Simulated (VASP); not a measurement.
# KF (R-3m) in VASP: notebook

Runs on KF. Level: LDA. Tasks: single point.

Program: VASP 6.6.1. These are calculated values, not measurements. Logs are shortened: lines on timing, memory, paths and dates and some standing lists are left out, and cuts for length are marked.

## Step 1: The cell of the first run

Symmetry: R-3m, No. 166, trigonal system. The conventional cell has a = 3.477 Å, b = 3.477 Å, c = 9.229 Å, α = 90.00°, β = 90.00°, γ = 120.00°. Within 3.3 Å of K (site symmetry -3m) lie 6 F at 2.53 Å. F (site symmetry -3m) has 6 K at 2.53 Å within 3.3 Å.

## Step 2: Single point, LDA

INCAR reads:

```
PREC     = Accurate       # precision mode
ENCUT    = 520            # plane-wave cutoff, eV
EDIFF    = 1E-6           # SCF threshold, eV
ISMEAR   = 0              # smearing method
SIGMA    = 0.05           # smearing width, eV
LREAL    = F              # projectors in reciprocal space
LASPH    = T              # aspherical terms in the spheres
NELM     = 80             # most SCF steps
ALGO     = Normal         # electronic algorithm
ISIF     = 2              # what is computed and relaxed
LWAVE    = F              # write WAVECAR
LCHARG   = F              # write CHGCAR
NBANDS   = 15             # bands
```

KPOINTS reads:

```
Automatic mesh
0
Gamma
  8 8 8
```

POSCAR reads:

```
KF
1.0
    0.1368748945      2.5957053346      2.5957053346
    2.5957053346      0.1368748945      2.5957053346
    2.5957053346      2.5957053346      0.1368748945
K F
1 1
Direct
    0.0000000000      0.0000000000      0.0000000000
    0.5000000000      0.5000000000      0.5000000000
```

Potentials or basis: VASP PAW LDA potentials, release 64 (K_sv, F).

Command:

```sh
$ cat potpaw_LDA.64/K_sv/POTCAR potpaw_LDA.64/F/POTCAR > POTCAR
$ mpirun -np 1 vasp_std > vasp.out
```

OUTCAR:

```text
PREC = Accurate
   ENCUT = 520
   EDIFF = 1E-6
   ISMEAR = 0
   LREAL = F
   LASPH = T
   NELM = 80
   ISIF = 2

 ion  position               nearest neighbor table
   1  0.000  0.000  0.000-   2 2.53   2 2.53   2 2.53   2 2.53   2 2.53   2 2.53
   2  0.500  0.500  0.500-   1 2.53   1 2.53   1 2.53   1 2.53   1 2.53   1 2.53

  LATTYP: Found a trigonal (rhomboedric) cell.
 ALAT       =     3.6734326052
 COS(alpha) =     0.5519638990

  Lattice vectors:

 A1 = (   0.1368748945,   2.5957053346,   2.5957053346)
 A2 = (   2.5957053346,   0.1368748945,   2.5957053346)
 A3 = (   2.5957053346,   2.5957053346,   0.1368748945)

Analysis of symmetry for initial positions (statically):
=====================================================================
 Subroutine PRICEL returns:
 Original cell was already a primitive cell.

 Routine SETGRP: Setting up the symmetry group for a
 trigonal (rhombohedral) supercell.

 Subroutine GETGRP returns: Found 12 space group operations
 (whereof 12 operations were pure point group operations)
 out of a pool of 12 trial point group operations.

The static configuration has the point symmetry D_3d.

Analysis of symmetry for dynamics (positions and initial velocities):
=====================================================================
 Subroutine PRICEL returns:
 Original cell was already a primitive cell.

 Routine SETGRP: Setting up the symmetry group for a
 trigonal (rhombohedral) supercell.

 Subroutine GETGRP returns: Found 12 space group operations
 (whereof 12 operations were pure point group operations)
 out of a pool of 12 trial point group operations.

The dynamic configuration has the point symmetry D_3d.

 Subroutine INISYM returns: Found 12 space group operations
 (whereof 12 operations are pure point group operations),
 and found     1 'primitive' translations

----------------------------------------------------------------------------------------

                                     Primitive cell

  volume of cell :      32.2140

  direct lattice vectors                    reciprocal lattice vectors
     0.136874895  2.595705335  2.595705335    -0.208572405  0.198125017  0.198125017
     2.595705335  0.136874895  2.595705335     0.198125017 -0.208572405  0.198125017
     2.595705335  2.595705335  0.136874895     0.198125017  0.198125017 -0.208572405

  length of vectors
     3.673432605  3.673432605  3.673432605     0.349298572  0.349298572  0.349298572

  position of ions in fractional coordinates (direct lattice)
     0.000000000  0.000000000  0.000000000
     0.500000000  0.500000000  0.500000000

  ion indices of the primitive-cell ions
   primitive index   ion index
                 1           1
                 2           2

----------------------------------------------------------------------------------------

 KPOINTS: Automatic mesh

Automatic generation of k-mesh.
 Grid dimensions read from file:
 generate k-points for:    8    8    8

 Generating k-lattice:

  Cartesian coordinates                     Fractional coordinates (reciprocal lattice)
    -0.026071551  0.024765627  0.024765627     0.125000000 -0.000000000 -0.000000000
     0.024765627 -0.026071551  0.024765627    -0.000000000  0.125000000 -0.000000000
     0.024765627  0.024765627 -0.026071551    -0.000000000 -0.000000000  0.125000000

  Length of vectors
     0.043662322  0.043662322  0.043662322

  Shift w.r.t. Gamma in fractional coordinates (k-lattice)
     0.000000000  0.000000000  0.000000000

 Subroutine IBZKPT returns following result:
 ===========================================

 Found     65 irreducible k-points:

 Following reciprocal coordinates:
            Coordinates               Weight
  0.000000  0.000000  0.000000      1.000000
  0.125000  0.000000 -0.000000      6.000000
  0.250000  0.000000 -0.000000      6.000000
  0.375000 -0.000000 -0.000000      6.000000
  0.500000  0.000000 -0.000000      3.000000
  0.125000  0.125000 -0.000000      6.000000
[... 16 lines left out ...]
  0.250000  0.125000  0.125000      6.000000
  0.375000  0.125000  0.125000      6.000000
 [... further k-points ...]
   k-points           NKPTS =     65   k-points in BZ     NKDIM =     65   number of bands    NBANDS=     15
   number of dos      NEDOS =    301   number of ions     NIONS =      2
   total plane-waves  NPLWV =  21952
   dimension x,y,z NGX =    28 NGY =   28 NGZ =   28
   dimension x,y,z NGXF=    56 NGYF=   56 NGZF=   56
   ions per type =               1   1
   NGX,Y,Z   is equivalent  to a cutoff of  12.67, 12.67, 12.67 a.u.
   NGXF,Y,Z  is equivalent  to a cutoff of  25.34, 25.34, 25.34 a.u.
 SYSTEM =  unknown system
   PREC   = accura    normal or accurate (medium, high low for compatibility)
   ISTART =      0    job   : 0-new  1-cont  2-samecut
   ICHARG =      2    charge: 1-file 2-atom 10-const
   ISPIN  =      1    spin polarized calculation?
   LNONCOLLINEAR =      F non collinear calculations
   LSORBIT =      F    spin-orbit coupling
   LASPH  =      T    aspherical Exc in radial PAW
   ENCUT  =  520.0 eV  38.22 Ry    6.18 a.u.   6.83  6.83  6.83*2*pi/ulx,y,z
   NELM   =     80;   NELMIN=  2; NELMDL= -5     # of ELM steps
   EDIFF  = 0.1E-05   stopping-criterion for ELM
   LREAL  =      F    real-space projection
   EDIFFG = 0.1E-04   stopping-criterion for IOM
   NSW    =      0    number of steps for IOM
   IBRION =     -1    ionic relax: 0-MD 1-quasi-New 2-CG
   NFREE  =      0    steps in history (QN), initial steepest desc. (CG)
   ISIF   =      2    stress and relaxation
   ISYM   =      2    0-nonsym 1-usesym 2-fastsym
   POTIM  = 0.5000    time-step for ionic-motion
   TEBEG  =    0.0;   TEEND  =   0.0 temperature during run
   PSTRESS=    0.0 pullay stress
   NELECT =      16.0000    total number of electrons
   NUPDOWN=      -1.0000    fix difference up-down
   EMIN   =  10.00;   EMAX   =-10.00  energy-range for DOS
   EFERMI =   0.00;   METHOD = LEGACY
   ISMEAR =     0;   SIGMA  =   0.05  broadening in eV -4-tet -1-fermi 0-gaus
   EFERMI_NEDOS =   21; number of points for ismear=-14 and -15
   IALGO  =     38    algorithm
   IMIX   =      4    mixing-type and parameters
     AMIX     =   0.40;   BMIX     =  1.00
     AMIX_MAG =   1.60;   BMIX_MAG =  1.00
  volume/ion in A,a.u.               =      16.11       108.70
  Fermi-wavevector in a.u.,A,eV,Ry     =   1.296482  2.449996 22.869577  1.680866
  Thomas-Fermi vector in A             =   2.427936
   LORBIT       =      0    0 simple, 1 ext, 2 COOP (PROOUT), +10 PAW based schemes
   GGA     = CA    functional components
   LHFCALC =     F    Hartree Fock is set to
   AEXX    =    0.0000 exact exchange contribution
   IVDW    =     0    specifies the selected vdW correction
   LEPSILON=     F    determine dielectric tensor
   LRPA    =     F    only Hartree local field effects (RPA)
 non-spin polarized calculation
 Gauss-broadening in eV      SIGMA  =   0.05
  energy-cutoff  :      520.00
  volume of cell :       32.21
 maximum number of plane-waves:       890
   NGX = 13   NGY = 13   NGZ = 13

 number of electron      16.0000000 magnetization

 Free energy of the ion-electron system (eV)
  ---------------------------------------------------
  ext. energy  EPLUGINS =         0.00000000
  ---------------------------------------------------
  free energy    TOTEN  =        -9.03203708 eV

  energy without entropy =       -9.03203708  energy(sigma->0) =       -9.03203708

 E-fermi :  -2.3057     XC(G=0):  -9.9391

 val. band max:       -2.6473820801   @ k =   0.0000   0.0000   0.0000
 cond. band min:       4.0367853285   @ k =   0.0000   0.0000   0.0000
 fundamental gap:      6.6841674087
 Fermi energy:        -2.3056626946

 k-point     1 :       0.0000    0.0000    0.0000
  band No.  band energies     occupation
      1     -27.9799      2.00000
      2     -20.9828      2.00000
      3     -11.3363      2.00000
      4     -11.2239      2.00000
      5     -11.2239      2.00000
      6      -2.7197      2.00000
      7      -2.6474      2.00000
      8      -2.6474      2.00000
      9       4.0368      0.00000
     10       7.6425      0.00000
     11       8.5144      0.00000
     12       8.5144      0.00000
     13      10.2799      0.00000
     14      10.2799      0.00000
     15      14.7546      0.00000

 k-point     2 :       0.1250    0.0000   -0.0000
  band No.  band energies     occupation
      1     -27.9452      2.00000
      2     -21.0149      2.00000
      3     -11.3346      2.00000
      4     -11.2998      2.00000
      5     -11.2395      2.00000
      6      -2.8568      2.00000
      7      -2.8065      2.00000
      8      -2.7280      2.00000
      9       4.5700      0.00000
     10       7.8571      0.00000
     11       8.2124      0.00000
     12       8.8173      0.00000
     13      10.4412      0.00000
     14      10.4714      0.00000
     15      15.7860      0.00000

 k-point     3 :       0.2500    0.0000   -0.0000
  band No.  band energies     occupation
      1     -27.8597      2.00000
      2     -21.0945      2.00000
      3     -11.4883      2.00000
      4     -11.3215      2.00000
      5     -11.2764      2.00000
      6      -3.2685      2.00000
      7      -3.0374      2.00000
      8      -2.9164      2.00000
      9       5.8205      0.00000
     10       7.6806      0.00000
     11       8.6899      0.00000
     12       9.5828      0.00000
     13      10.9429      0.00000
     14      11.0487      0.00000
     15      17.4687      0.00000
[... 343 lines left out ...]
 k-point    23 :       0.2500    0.1250    0.1250
  band No.  band energies     occupation
      1     -27.9058      2.00000
      2     -21.0689      2.00000
      3     -11.4033      2.00000
      4     -11.3300      2.00000
      5     -11.2188      2.00000
      6      -3.1507      2.00000
      7      -2.8788      2.00000
      8      -2.7172      2.00000
      9       5.1809      0.00000
     10       7.4412      0.00000
     11       8.9571      0.00000
     12       9.0112      0.00000
     13      10.7902      0.00000
     14      10.8590      0.00000
     15      16.6505      0.00000

 k-point    24 :       0.3750    0.1250    0.1250
  band No.  band energies     occupation
      1     -27.8209      2.00000
      2     -21.1374      2.00000
      3     -11.5791      2.00000
      4     -11.3924      2.00000
      5     -11.2567      2.00000
      6      -3.4358      2.00000
      7      -3.0530      2.00000
      8      -2.8953      2.00000
      9       6.3453      0.00000
     10       7.4765      0.00000
     11       9.3066      0.00000
     12       9.7931      0.00000
     13      11.4134      0.00000
     14      11.5764      0.00000
     15      16.9420      0.00000

 [... further k-points ...]

------------------------ aborting loop because EDIFF is reached ----------------------------------------

  FORCE on cell =-STRESS in cart. coord.  units (eV):
  Direction    XX          YY          ZZ          XY          YZ          ZX
  --------------------------------------------------------------------------------------
  -------------------------------------------------------------------------------------
  Total        0.7073620      0.7073620      0.7073620     -0.1492518     -0.1492518     -0.1492518
  in kB       35.1809556     35.1809556     35.1809556     -7.4231015     -7.4231015     -7.4231015
  external PRESSURE =      35.1809556 kB  Pullay stress =       0.0000000 kB

 VOLUME and BASIS-vectors are now :
 -----------------------------------------------------------------------------
  energy-cutoff  :      520.00
  volume of cell :       32.21
      direct lattice vectors                 reciprocal lattice vectors
     0.136874895  2.595705335  2.595705335    -0.208572405  0.198125017  0.198125017
     2.595705335  0.136874895  2.595705335     0.198125017 -0.208572405  0.198125017
     2.595705335  2.595705335  0.136874895     0.198125017  0.198125017 -0.208572405

 POSITION                                       TOTAL-FORCE (eV/Angst)
 -----------------------------------------------------------------------------------
      0.00000      0.00000      0.00000         0.000000      0.000000     -0.000000
      2.66414      2.66414      2.66414        -0.000000     -0.000000      0.000000
 -----------------------------------------------------------------------------------
    total drift:                                0.000000      0.000000      0.000000

  FREE ENERGIE OF THE ION-ELECTRON SYSTEM (eV)
  ---------------------------------------------------
  free  energy   TOTEN  =        -9.0320370761 eV

  energy  without entropy=       -9.0320370761  energy(sigma->0) =       -9.03203708
```

It took 32 s on 1 thread of Intel Xeon Platinum 8259CL at 2.50GHz (Skylake/Cascade Lake), shared host; peak memory 0.16 GiB.

Results:

```yaml
Free_energy: -9.0320 eV
Pressure: 3.5 GPa
Band_gap_on_the_k_mesh: 6.68 eV, direct
```

Levels at points of the mesh, in eV from the valence-band top:
| k point | band 4 | band 5 | band 6 | band 7 | band 8 | band 9 | band 10 | band 11 | band 12 | band 13 |
| --- | --- | --- | --- | --- | --- | --- | --- | --- | --- | --- |
| (0.00, 0.00, 0.00) | -8.58 | -8.58 | -0.07 | 0.00 | 0.00 | 6.68 | 10.29 | 11.16 | 11.16 | 12.93 |
| (0.50, 0.00, 0.00) | -8.68 | -8.66 | -1.11 | -0.69 | -0.52 | 9.44 | 11.57 | 12.36 | 13.19 | 15.19 |
| (0.50, 0.50, 0.00) | -9.04 | -8.93 | -0.13 | -0.04 | -0.01 | 7.90 | 10.99 | 12.78 | 14.33 | 15.15 |
| (0.50, 0.50, 0.50) | -8.60 | -8.60 | -1.07 | -0.44 | -0.44 | 9.21 | 11.24 | 12.56 | 12.56 | 15.33 |

A k mesh can miss the band edges. Expect the measured gap to be larger: semilocal functionals such as LDA lack the derivative discontinuity.

## Step 3: Single point, LDA

This run uses another cell than the first one, of 18.31 Å³/atom, 1.137 times its volume.

INCAR reads:

```
ALGO = Normal
EDIFF = 1E-6
ENCUT = 520
GGA = CA
ISIF = 2
ISMEAR = 0
LASPH = T
LCHARG = F
LREAL = F
LWAVE = F
NBANDS = 15
NELM = 80
PREC = Accurate
SIGMA = 0.05
```

KPOINTS reads:

```
k-points
0
Gamma
  8 8 8
```

POSCAR reads:

```
KF
1.0
   -0.1389591367      2.5680370327      2.5680370327
    2.5680370327     -0.1389591367      2.5680370327
    2.5680370327      2.5680370327     -0.1389591367
K F
1 1
Direct
    0.0000000000      0.0000000000      0.0000000000
    0.5000000000      0.5000000000      0.5000000000
```

Potentials or basis: VASP PAW LDA potentials, release 64 (K_sv, F).

Command:

```sh
$ cat potpaw_LDA.64/K_sv/POTCAR potpaw_LDA.64/F/POTCAR > POTCAR
$ mpirun -np 1 vasp_std > vasp.out
```

Run time: 23 s. Hardware: 1 thread of Intel Xeon Platinum 8259CL at 2.50GHz (Skylake/Cascade Lake), shared host; peak memory 0.16 GiB.

It converged, with:

```yaml
Free_energy: -9.0467 eV
Pressure: -2.3 GPa
Band_gap_on_the_k_mesh: 5.93 eV, direct
```

Stress tensor (GPa, compression positive):
```
-2.33  0.66  0.66
 0.66 -2.33  0.66
 0.66  0.66 -2.33
```

Levels at points of the mesh, in eV from the valence-band top:
```tsv
k point	band 5	band 6	band 7	band 8	band 9	band 10	band 11	band 12
(0.00, 0.00, 0.00)	-9.02	-0.07	-0.07	0.00	5.93	10.23	10.23	11.19
(0.50, 0.00, 0.00)	-9.07	-0.95	-0.48	-0.35	8.80	10.39	11.64	12.48
(0.50, 0.50, 0.00)	-9.25	-0.26	-0.13	-0.06	7.86	10.23	11.68	13.64
(0.50, 0.50, 0.50)	-9.14	-0.95	-0.55	-0.55	9.04	10.70	12.16	12.16
```

## Step 4: Single point, LDA

This run uses another cell than the first one, of 18.59 Å³/atom, 1.154 times its volume.

INCAR reads:

```
SYSTEM = KF
PREC = Accurate
ENCUT = 520
EDIFF = 1E-7
ISMEAR = 0
SIGMA = 0.05
LREAL = .False.
LASPH = .True.
NELM = 100
ALGO = Normal
ISIF = 2
LWAVE = .False.
LCHARG = .True.
LELF = .True.
LVHAR = .True.
NBANDS = 15
```

KPOINTS reads:

```
regular mesh
0
Gamma
  8 8 8
  0 0 0
```

POSCAR reads:

```
KF
1.0
   -0.1120303478      2.5940167009      2.5940167009
    2.5940167009     -0.1120303478      2.5940167009
    2.5940167009      2.5940167009     -0.1120303478
K F
1 1
Direct
    0.0000000000      0.0000000000      0.0000000000
    0.5000000000      0.5000000000      0.5000000000
```

Command:

```sh
$ cat potpaw_LDA.64/K_sv/POTCAR potpaw_LDA.64/F/POTCAR > POTCAR
$ mpirun -np 1 vasp_std > vasp.out
```

It took 28 s on 1 thread of Intel Xeon Platinum 8259CL at 2.50GHz (Skylake/Cascade Lake), shared host; peak memory 0.16 GiB.

It converged, with:

* Free energy: -9.0431 eV
* Pressure: -2.8 GPa
* Band gap on the k mesh: 5.87 eV, direct

Stress tensor (GPa, compression positive):
```
-2.75  0.55  0.55
 0.55 -2.75  0.55
 0.55  0.55 -2.75
```

Levels at points of the mesh, in eV from the valence-band top:
```
           k point  band 6  band 7  band 8  band 9  band 10  band 11
(0.00, 0.00, 0.00)   -0.06   -0.06    0.00    5.87    10.28    10.28
(0.50, 0.00, 0.00)   -0.92   -0.45   -0.35    8.77    10.30    11.68
(0.50, 0.50, 0.00)   -0.25   -0.12   -0.07    7.87    10.18    11.56
(0.50, 0.50, 0.50)   -0.92   -0.51   -0.51    8.97    10.55    12.09
```

## Step 5: Single point, LDA

This run uses another cell than the first one, of 18.31 Å³/atom, 1.137 times its volume.

INCAR reads:

```
PREC = Accurate
ENCUT = 520
EDIFF = 1E-6
ISMEAR = 0
SIGMA = 0.05
LREAL = F
LASPH = T
NELM = 80
ALGO = Normal
ISIF = 2
LWAVE = F
LCHARG = F
NBANDS = 15
```

KPOINTS reads:

```
regular mesh
0
Gamma
  8 8 8
```

POSCAR reads:

```
KF
1.0
    0.1138611011      2.6937954151      2.6937954151
    2.6937954151      0.1138611011      2.6937954151
    2.6937954151      2.6937954151      0.1138611011
K F
1 1
Direct
    0.0000000000      0.0000000000      0.0000000000
    0.5000000000      0.5000000000      0.5000000000
```

Command:

```sh
$ cat potpaw_LDA.64/K_sv/POTCAR potpaw_LDA.64/F/POTCAR > POTCAR
$ mpirun -np 1 vasp_std > vasp.out
```

It took 24 s on 1 thread of Intel Xeon Platinum 8259CL at 2.50GHz (Skylake/Cascade Lake), shared host; peak memory 0.16 GiB.

Results (log left out):

```yaml
Free_energy: -9.0496 eV
Pressure: -2.3 GPa
Band_gap_on_the_k_mesh: 5.96 eV, direct
```

Stress tensor (GPa, compression positive):
```
-2.28 -0.71 -0.71
-0.71 -2.28 -0.71
-0.71 -0.71 -2.28
```

Levels at points of the mesh, in eV from the valence-band top:
```tsv
k point	band 5	band 6	band 7	band 8	band 9	band 10	band 11	band 12
(0.00, 0.00, 0.00)	-9.00	-0.07	0.00	0.00	5.96	10.15	10.79	10.79
(0.50, 0.00, 0.00)	-9.05	-0.93	-0.51	-0.39	8.94	10.55	11.85	12.45
(0.50, 0.50, 0.00)	-9.24	-0.23	-0.09	-0.05	7.88	10.28	11.70	13.70
(0.50, 0.50, 0.50)	-9.02	-0.92	-0.34	-0.34	8.73	10.31	12.02	12.02
```

## Step 6: Overview

```csv
cell,gap on the mesh (eV),pressure (GPa)
"a = 3.673 Å, angles 56.5°, 2 atoms",6.68,3.5
"a = 3.634 Å, angles 63.6°, 2 atoms",5.93,-2.3
"a = 3.670 Å, angles 62.8°, 2 atoms",5.87,-2.8
"a = 3.811 Å, angles 57.2°, 2 atoms",5.96,-2.3
```

Alike in all rows: task single point; level LDA; potentials or basis VASP PAW LDA potentials, release 64 (K_sv, F); no spin polarisation; k mesh 8 × 8 × 8; cutoff (eV) 520; smearing gaussian 0.05 eV.

Absolute energies hang on the potentials; compare differences alone.
